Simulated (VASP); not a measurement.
# Tl (P6_3/mmc) in VASP: a series of runs, part 2 of 2

VASP 6.6.1.

## 3. Single point, PBEsol (30.88 Å³/atom)

This run uses another cell than the first one, of 30.88 Å³/atom.

INCAR

```
PREC = Accurate
ENCUT = 520
EDIFF = 1E-6
ISMEAR = -1
SIGMA = 0.1
LREAL = F
LASPH = T
NELM = 80
ALGO = Normal
ISIF = 2
LWAVE = F
LCHARG = T
GGA = PS
LELF = T
LVHAR = T
NBANDS = 20
```

KPOINTS

```
Automatic mesh
0
Gamma
  17 17 10
```

POSCAR

```
Tl
1.0
    3.5493656566      0.0000000000      0.0000000000
   -1.7746828283      3.0738408259      0.0000000000
    0.0000000000      0.0000000000      5.6611235905
Tl
2
Direct
    0.3333333333      0.6666666667      0.2500000000
    0.6666666667      0.3333333333      0.7500000000
```

Potentials or basis: VASP PAW PBE potentials, release 64 (Tl_d).

Command:

```
cat potpaw_PBE.64/Tl_d/POTCAR > POTCAR
mpirun -np 1 vasp_std > vasp.out
```

OUTCAR:

```text
PREC = Accurate
   ENCUT = 520
   EDIFF = 1E-6
   ISMEAR = -1
   LREAL = F
   LASPH = T
   NELM = 80
   ISIF = 2
   GGA = PS

 ion  position               nearest neighbor table
   1  0.333  0.667  0.250-   2 3.49   2 3.49   2 3.49   2 3.49   2 3.49   2 3.49
   2  0.667  0.333  0.750-   1 3.49   1 3.49   1 3.49   1 3.49   1 3.49   1 3.49

  LATTYP: Found a hexagonal cell.
 ALAT       =     3.5493656566
 C/A-ratio  =     1.5949677036

  Lattice vectors:

 A1 = (   3.5493656566,   0.0000000000,   0.0000000000)
 A2 = (  -1.7746828283,   3.0738408259,   0.0000000000)
 A3 = (   0.0000000000,   0.0000000000,   5.6611235905)

Analysis of symmetry for initial positions (statically):
=====================================================================
 Subroutine PRICEL returns:
 Original cell was already a primitive cell.

 Routine SETGRP: Setting up the symmetry group for a
 hexagonal supercell.

 Subroutine GETGRP returns: Found 24 space group operations
 (whereof 12 operations were pure point group operations)
 out of a pool of 24 trial point group operations.

The static configuration has the point symmetry D_3d.
 The point group associated with its full space group is D_6h.

Analysis of symmetry for dynamics (positions and initial velocities):
=====================================================================
 Subroutine PRICEL returns:
 Original cell was already a primitive cell.

 Routine SETGRP: Setting up the symmetry group for a
 hexagonal supercell.

 Subroutine GETGRP returns: Found 24 space group operations
 (whereof 12 operations were pure point group operations)
 out of a pool of 24 trial point group operations.

The dynamic configuration has the point symmetry D_3d.
 The point group associated with its full space group is D_6h.

 Subroutine INISYM returns: Found 24 space group operations
 (whereof 12 operations are pure point group operations),
 and found     1 'primitive' translations

----------------------------------------------------------------------------------------

                                     Primitive cell

  volume of cell :      61.7639

  direct lattice vectors                    reciprocal lattice vectors
     3.549365657  0.000000000  0.000000000     0.281740485  0.162662945  0.000000000
    -1.774682828  3.073840826  0.000000000     0.000000000  0.325325889  0.000000000
     0.000000000  0.000000000  5.661123590     0.000000000  0.000000000  0.176643379

  length of vectors
     3.549365657  3.549365657  5.661123590     0.325325889  0.325325889  0.176643379

  position of ions in fractional coordinates (direct lattice)
     0.333333333  0.666666667  0.250000000
     0.666666667  0.333333333  0.750000000

  ion indices of the primitive-cell ions
   primitive index   ion index
                 1           1
                 2           2

----------------------------------------------------------------------------------------

 KPOINTS: Automatic mesh

Automatic generation of k-mesh.
 Grid dimensions read from file:
 generate k-points for:   17   17   10

 Generating k-lattice:

  Cartesian coordinates                     Fractional coordinates (reciprocal lattice)
     0.016572970  0.009568409  0.000000000     0.058823529  0.000000000  0.000000000
     0.000000000  0.019136817  0.000000000     0.000000000  0.058823529  0.000000000
     0.000000000  0.000000000  0.017664338     0.000000000  0.000000000  0.100000000

  Length of vectors
     0.019136817  0.019136817  0.017664338

  Shift w.r.t. Gamma in fractional coordinates (k-lattice)
     0.000000000  0.000000000  0.000000000

 Subroutine IBZKPT returns following result:
 ===========================================

 Found    198 irreducible k-points:

 Following reciprocal coordinates:
            Coordinates               Weight
  0.000000  0.000000  0.000000      1.000000
  0.058824 -0.000000  0.000000      6.000000
  0.117647 -0.000000  0.000000      6.000000
  0.176471 -0.000000  0.000000      6.000000
  0.235294 -0.000000  0.000000      6.000000
  0.294118  0.000000  0.000000      6.000000
[... 16 lines left out ...]
  0.411765  0.117647  0.000000     12.000000
  0.176471  0.176471  0.000000      6.000000
 [... further k-points ...]
   k-points           NKPTS =    198   k-points in BZ     NKDIM =    198   number of bands    NBANDS=     20
   number of dos      NEDOS =    301   number of ions     NIONS =      2
   total plane-waves  NPLWV =  32928
   dimension x,y,z NGX =    28 NGY =   28 NGZ =   42
   dimension x,y,z NGXF=    56 NGYF=   56 NGZF=   84
   ions per type =               2
   NGX,Y,Z   is equivalent  to a cutoff of  13.11, 13.11, 12.33 a.u.
   NGXF,Y,Z  is equivalent  to a cutoff of  26.23, 26.23, 24.67 a.u.
 SYSTEM =  unknown system
   PREC   = accura    normal or accurate (medium, high low for compatibility)
   ISTART =      0    job   : 0-new  1-cont  2-samecut
   ICHARG =      2    charge: 1-file 2-atom 10-const
   ISPIN  =      1    spin polarized calculation?
   LNONCOLLINEAR =      F non collinear calculations
   LSORBIT =      F    spin-orbit coupling
   LASPH  =      T    aspherical Exc in radial PAW
   ENCUT  =  520.0 eV  38.22 Ry    6.18 a.u.   6.60  6.60 10.53*2*pi/ulx,y,z
   NELM   =     80;   NELMIN=  2; NELMDL= -5     # of ELM steps
   EDIFF  = 0.1E-05   stopping-criterion for ELM
   LREAL  =      F    real-space projection
   EDIFFG = 0.1E-04   stopping-criterion for IOM
   NSW    =      0    number of steps for IOM
   IBRION =     -1    ionic relax: 0-MD 1-quasi-New 2-CG
   NFREE  =      0    steps in history (QN), initial steepest desc. (CG)
   ISIF   =      2    stress and relaxation
   ISYM   =      2    0-nonsym 1-usesym 2-fastsym
   POTIM  = 0.5000    time-step for ionic-motion
   TEBEG  =    0.0;   TEEND  =   0.0 temperature during run
   PSTRESS=    0.0 pullay stress
   NELECT =      26.0000    total number of electrons
   NUPDOWN=      -1.0000    fix difference up-down
   EMIN   =  10.00;   EMAX   =-10.00  energy-range for DOS
   EFERMI =   0.00;   METHOD = LEGACY
   ISMEAR =    -1;   SIGMA  =   0.10  broadening in eV -4-tet -1-fermi 0-gaus
   EFERMI_NEDOS =   21; number of points for ismear=-14 and -15
   IALGO  =     38    algorithm
   IMIX   =      4    mixing-type and parameters
     AMIX     =   0.40;   BMIX     =  1.00
     AMIX_MAG =   1.60;   BMIX_MAG =  1.00
  volume/ion in A,a.u.               =      30.88       208.40
  Fermi-wavevector in a.u.,A,eV,Ry     =   1.226934  2.318568 20.481746  1.505366
  Thomas-Fermi vector in A             =   2.361916
   LORBIT       =      0    0 simple, 1 ext, 2 COOP (PROOUT), +10 PAW based schemes
   GGA     = PS    functional components
   LHFCALC =     F    Hartree Fock is set to
   AEXX    =    0.0000 exact exchange contribution
   IVDW    =     0    specifies the selected vdW correction
   LEPSILON=     F    determine dielectric tensor
   LRPA    =     F    only Hartree local field effects (RPA)
 non-spin polarized calculation
  energy-cutoff  :      520.00
  volume of cell :       61.76
 maximum number of plane-waves:      1701
 NGX is ok and might be reduce to    28
   NGX = 13   NGY = 13   NGZ = 21

 number of electron      26.0000004 magnetization

 Free energy of the ion-electron system (eV)
  ---------------------------------------------------
  ext. energy  EPLUGINS =         0.00000000
  ---------------------------------------------------
  free energy    TOTEN  =        -5.24283124 eV

  energy without entropy =       -5.21159525  energy(sigma->0) =       -5.22721325

 E-fermi :   5.6145     XC(G=0):  -9.9870

 val. band max:        5.6119306474   @ k =   0.2353   0.1765   0.0000
 cond. band min:       5.6164594152   @ k =   0.3529   0.2941   0.4000
 fundamental gap:      0.0045287678
 Fermi energy:         5.6145408630

 k-point     1 :       0.0000    0.0000    0.0000
  band No.  band energies     occupation
      1      -5.9840      2.00000
      2      -5.8117      2.00000
      3      -5.7977      2.00000
      4      -5.7977      2.00000
      5      -5.7543      2.00000
      6      -5.7543      2.00000
[... 12 lines left out ...]
     19      15.8750      0.00000
     20      15.9132      0.00000
[... 507 lines left out ...]
 k-point    24 :       0.1765    0.1765    0.0000
  band No.  band energies     occupation
      1      -5.9061      2.00000
      2      -5.9035      2.00000
      3      -5.8742      2.00000
      4      -5.7978      2.00000
      5      -5.6992      2.00000
      6      -5.6343      2.00000
[... 12 lines left out ...]
     19      14.4076      0.00000
     20      16.6710      0.00000

 [... further k-points ...]

------------------------ aborting loop because EDIFF is reached ----------------------------------------

  FORCE on cell =-STRESS in cart. coord.  units (eV):
  Direction    XX          YY          ZZ          XY          YZ          ZX
  --------------------------------------------------------------------------------------
  -------------------------------------------------------------------------------------
  Total       -0.8355363     -0.8355363     -1.0130639      0.0000000      0.0000000      0.0000000
  in kB      -21.6741043    -21.6741043    -26.2792324      0.0000000      0.0000000      0.0000000
  external PRESSURE =     -23.2091470 kB  Pullay stress =       0.0000000 kB

 VOLUME and BASIS-vectors are now :
 -----------------------------------------------------------------------------
  energy-cutoff  :      520.00
  volume of cell :       61.76
      direct lattice vectors                 reciprocal lattice vectors
     3.549365657  0.000000000  0.000000000     0.281740485  0.162662945  0.000000000
    -1.774682828  3.073840826  0.000000000     0.000000000  0.325325889  0.000000000
     0.000000000  0.000000000  5.661123590     0.000000000  0.000000000  0.176643379

 POSITION                                       TOTAL-FORCE (eV/Angst)
 -----------------------------------------------------------------------------------
     -0.00000      2.04923      1.41528         0.000000     -0.000000      0.000000
      1.77468      1.02461      4.24584        -0.000000      0.000000      0.000000
 -----------------------------------------------------------------------------------
    total drift:                               -0.000000      0.000000      0.000000

  FREE ENERGIE OF THE ION-ELECTRON SYSTEM (eV)
  ---------------------------------------------------
  free  energy   TOTEN  =        -5.2428312423 eV

  energy  without entropy=       -5.2115952549  energy(sigma->0) =       -5.22721325
```

OSZICAR:

```text
N       E                     dE             d eps       ncg     rms          rms(c)
DAV:   1     0.128805211577E+03    0.12881E+03   -0.14008E+04  8000   0.121E+03
DAV:   2    -0.274503148592E+01   -0.13155E+03   -0.12897E+03  8636   0.270E+02
DAV:   3    -0.528934364861E+01   -0.25443E+01   -0.25344E+01  9136   0.329E+01
DAV:   4    -0.530554978318E+01   -0.16206E-01   -0.16205E-01  8348   0.282E+00
DAV:   5    -0.530579052441E+01   -0.24074E-03   -0.24074E-03  8892   0.339E-01    0.233E+00
DAV:   6    -0.525234588640E+01    0.53445E-01   -0.95353E-02  8344   0.231E+00    0.169E+00
DAV:   7    -0.524342765651E+01    0.89182E-02   -0.30829E-02  8588   0.130E+00    0.770E-01
DAV:   8    -0.524282630657E+01    0.60135E-03   -0.12389E-03  8364   0.275E-01    0.428E-02
DAV:   9    -0.524282863769E+01   -0.23311E-05   -0.11340E-05  8832   0.284E-02    0.132E-02
DAV:  10    -0.524283122708E+01   -0.25894E-05   -0.27757E-06  6920   0.149E-02    0.135E-03
DAV:  11    -0.524283124229E+01   -0.15214E-07   -0.16283E-07  4244   0.311E-03
   1 F= -.52428312E+01 E0= -.52272132E+01  d E =-.312360E-01
```

Run time: 86 s. Hardware: 1 thread of Intel Xeon 6975P-C (Granite Rapids), shared host; peak memory 0.31 GiB.

Results:

```yaml
Free_energy: -5.2428 eV
Pressure: -2.3 GPa
Band_gap_on_the_k_mesh: zero (bands 13 and 14 overlap by 5.21 eV)
```

Stress tensor (GPa, compression positive):
```
-2.17  0.00  0.00
 0.00 -2.17  0.00
 0.00  0.00 -2.63
```

Levels at points of the mesh, in eV from the Fermi level:
| k point | band 11 | band 12 | band 13 | band 14 | band 15 | band 16 |
| --- | --- | --- | --- | --- | --- | --- |
| (0.00, 0.00, 0.00) | -9.57 | -5.14 | -2.56 | 7.44 | 7.44 | 9.36 |
| (0.00, 0.00, 0.50) | -8.24 | -8.24 | 3.10 | 3.10 | 8.35 | 8.35 |

Caveat: the PAW data sets were made with another functional, which shifts forces and pressure a little; spin-orbit coupling is left out, which moves the levels of the heavy elements.

## 4. Single point, PBEsol (32.03 Å³/atom)

This run uses another cell than the first one, of 32.03 Å³/atom.

INCAR

```
  ALGO = Normal
  EDIFF = 1E-7
  ENCUT = 520
  GGA = PS
  ISIF = 2
  ISMEAR = -1
  LASPH = T
  LCHARG = F
  LREAL = F
  LWAVE = F
  NBANDS = 20
  NELM = 100
  PREC = Accurate
  SIGMA = 0.1
```

KPOINTS

```
k-points
0
Gamma
  17 17 10
```

POSCAR

```
Tl
1.0
    3.5926548699      0.0000000000      0.0000000000
   -1.7963274350      3.1113303844      0.0000000000
    0.0000000000      0.0000000000      5.7301684877
Tl
2
Direct
    0.3333333333      0.6666666667      0.2500000000
    0.6666666667      0.3333333333      0.7500000000
```

Command:

```
cat potpaw_PBE.64/Tl_d/POTCAR > POTCAR
mpirun -np 1 vasp_std > vasp.out
```

Wall time 97 s (1 thread of Intel Xeon 6975P-C (Granite Rapids), shared host); peak memory 0.32 GiB.

Results (log left out):

* Free energy: -5.2053 eV
* Pressure: -3.1 GPa
* Band gap on the k mesh: zero (bands 13 and 14 overlap by 4.97 eV)

Stress tensor (GPa, compression positive):
```
-2.89  0.00  0.00
 0.00 -2.89  0.00
 0.00  0.00 -3.44
```

Levels at points of the mesh, in eV from the Fermi level:
| k point | band 10 | band 11 | band 12 | band 13 | band 14 | band 15 | band 16 | band 17 |
| --- | --- | --- | --- | --- | --- | --- | --- | --- |
| (0.00, 0.00, 0.00) | -11.04 | -9.35 | -5.16 | -2.43 | 7.20 | 7.20 | 9.06 | 9.06 |
| (0.00, 0.00, 0.50) | -11.13 | -8.07 | -8.07 | 2.98 | 2.98 | 8.09 | 8.09 | 8.09 |

Caveat: the cell stands under tension; the PAW data sets were made with another functional, which shifts forces and pressure a little; spin-orbit coupling is left out, which moves the levels of the heavy elements.

## 5. The runs side by side

```tsv
cell	gap on the mesh (eV)	pressure (GPa)
a = 3.505, b = 3.505, c = 5.590 Å, angles 90.0, 90.0, 120.0°, 2 atoms	none	-1.3
a = 3.549, b = 3.549, c = 5.661 Å, angles 90.0, 90.0, 120.0°, 2 atoms	none	-2.3
a = 3.593, b = 3.593, c = 5.730 Å, angles 90.0, 90.0, 120.0°, 2 atoms	none	-3.1
```

Alike in all rows: task single point; level PBEsol; potentials or basis VASP PAW PBE potentials, release 64 (Tl_d); no spin polarisation; k mesh 17 × 17 × 10; cutoff (eV) 520; smearing fermi-dirac 0.1 eV.

Caveats: the PAW data sets were made with another functional, which shifts forces and pressure a little; spin-orbit coupling is left out, which moves the levels of the heavy elements; the cell stands under tension (at least some runs).

Absolute energies hang on the potentials; compare differences alone.
